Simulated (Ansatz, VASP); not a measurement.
# Sn in VASP and in Ansatz

File INCAR:

```
SYSTEM = Sn
PREC     = Accurate       ! precision mode
ENCUT    = 520            ! plane-wave cutoff, eV
EDIFF    = 1E-6           ! SCF threshold, eV
ISMEAR   = -1             ! smearing method
SIGMA    = 0.08           ! smearing width, eV
LREAL    = .FALSE.        ! projectors in reciprocal space
LASPH    = .TRUE.         ! aspherical terms in the spheres
NELM     = 80             ! most SCF steps
ALGO     = Normal         ! electronic algorithm
ISIF     = 2              ! what is computed and relaxed
LWAVE    = .FALSE.        ! write WAVECAR
LCHARG   = .FALSE.        ! write CHGCAR
GGA      = PE             ! functional
NBANDS   = 21             ! bands
```

Contents of KPOINTS:

```
Automatic mesh
0
G
  10 10 10
  0 0 0
```

POSCAR

```
Sn
1.0
    0.0000000000      3.1896535399      3.1896535399
    3.1896535399      0.0000000000      3.1896535399
    3.1896535399      3.1896535399      0.0000000000
Sn
2
Direct
   -0.1250000000     -0.1250000000     -0.1250000000
    0.1250000000      0.1250000000      0.1250000000
```

Input for Ansatz:

```yaml
crystal:
  lattice:
    - [0.0, 3.1896535399, 3.1896535399]
    - [3.1896535399, 0.0, 3.1896535399]
    - [3.1896535399, 3.1896535399, 0.0]
  atoms:
    - { symbol: Sn, position: [-0.125, -0.125, -0.125] }
    - { symbol: Sn, position: [0.125, 0.125, 0.125] }
kpoints:
  mp_grid: { grid: [10, 10, 10] }
scf:
  occupations: { method: fermi_dirac, width: 0.08 }
hamiltonian:
  xc: pbe
  pseudopotentials: { kind: nc }
output:
  forces: true
  stress: true
  eigenvalues: true
```

Change from the starting cell: volume scaled by 0.88, norm-conserving files.

Alike in both runs: task single point; functional PBE; k mesh 10 × 10 × 10; occupations fermi-dirac, width 0.08 eV; no spin polarisation.

|  | VASP | Ansatz |
| --- | --- | --- |
| version | VASP 6.6.1 | Ansatz 0.2.0 |
| potentials or method | VASP PAW PBE potentials, release 64 (Sn_d) | norm-conserving pseudopotentials, scalar-relativistic |
| plane-wave cutoff (eV) | 520 | 980 |
| valence electrons in the cell | 28 | 28 |

|  | VASP | Ansatz | Ansatz less VASP |
| --- | --- | --- | --- |
| pressure (GPa) | 6.1 | 6.2 | +0.09 |
